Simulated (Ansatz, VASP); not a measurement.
**Al2O3 in VASP and in Ansatz**

The input INCAR:

```
PREC = Accurate ; ENCUT = 520
EDIFF = 1E-8 ; ISMEAR = -1
SIGMA = 0.02 ; LREAL = False
LASPH = True ; NELM = 60
ALGO = Normal ; ISIF = 2
LWAVE = False ; LCHARG = False
GGA = PE ; LEFG = True
NBANDS = 35
```

The input KPOINTS:

```
regular mesh
0
Gamma
  5 5 5
```

The input POSCAR:

```
Al2O3
1.0
    2.3802500000      1.3742379782      4.3318666667
   -2.3802500000      1.3742379782      4.3318666667
    0.0000000000     -2.7484759565      4.3318666667
Al O
4 6
Direct
    0.3520818657      0.3520818657      0.3520818657
    0.1479181343      0.1479181343      0.1479181343
    0.6479181343      0.6479181343      0.6479181343
    0.8520818657      0.8520818657      0.8520818657
    0.5564631077      0.9435368923      0.2500000000
    0.2500000000      0.5564631077      0.9435368923
    0.9435368923      0.2500000000      0.5564631077
    0.4435368923      0.0564631077      0.7500000000
    0.7500000000      0.4435368923      0.0564631077
    0.0564631077      0.7500000000      0.4435368923
```

Input for Ansatz:

```yaml
crystal:
  lattice:
    - [2.38025, 1.3742379782, 4.3318666667]
    - [-2.38025, 1.3742379782, 4.3318666667]
    - [0.0, -2.7484759565, 4.3318666667]
  atoms:
    - { symbol: Al, position: [0.3520818657, 0.3520818657, 0.3520818657] }
    - { symbol: Al, position: [0.1479181343, 0.1479181343, 0.1479181343] }
    - { symbol: Al, position: [0.6479181343, 0.6479181343, 0.6479181343] }
    - { symbol: Al, position: [0.8520818657, 0.8520818657, 0.8520818657] }
    - { symbol: O, position: [0.5564631077, 0.9435368923, 0.25] }
    - { symbol: O, position: [0.25, 0.5564631077, 0.9435368923] }
    - { symbol: O, position: [0.9435368923, 0.25, 0.5564631077] }
    - { symbol: O, position: [0.4435368923, 0.0564631077, 0.75] }
    - { symbol: O, position: [0.75, 0.4435368923, 0.0564631077] }
    - { symbol: O, position: [0.0564631077, 0.75, 0.4435368923] }
kpoints:
  mp_grid: { grid: [5, 5, 5] }
scf:
  occupations: { method: fermi_dirac, width: 0.02 }
  mixing: { algorithm: broyden, beta: 0.9 }
hamiltonian:
  xc: pbe
  pseudopotentials: { kind: paw }
output:
  forces: true
  stress: true
  populations: true
  efg:
    quadrupole_moments_barn: { Al: 0.1466, O: -0.02558 }
    contact_densities: true
```

Alike in both runs: task electric field gradients; functional PBE; k mesh 5 × 5 × 5; occupations fermi-dirac, width 0.02 eV; no spin polarisation.

```csv
,VASP,Ansatz
version,VASP 6.6.1,Ansatz 0.2.0
potentials or method,"VASP PAW PBE potentials, release 64 (Al, O)","plane-wave PAW, scalar-relativistic"
plane-wave cutoff (eV),520,420
valence electrons in the cell,48,48
```

Ansatz gave:

- gap on the k mesh at the Fermi level (eV): 6.22
- pressure (GPa): 7.4
- traceless stress, the component that is largest in VASP (GPa): -0.36
- size of Vzz on the site where it differs most (V/Å²): 38.8

**Question.** Which values does VASP return?

**Answer.** gap on the k mesh at the Fermi level (eV): 6.22; pressure (GPa): 7.2; traceless stress, the component that is largest in VASP (GPa): -0.39; size of Vzz on the site where it differs most (V/Å²): 37.7.
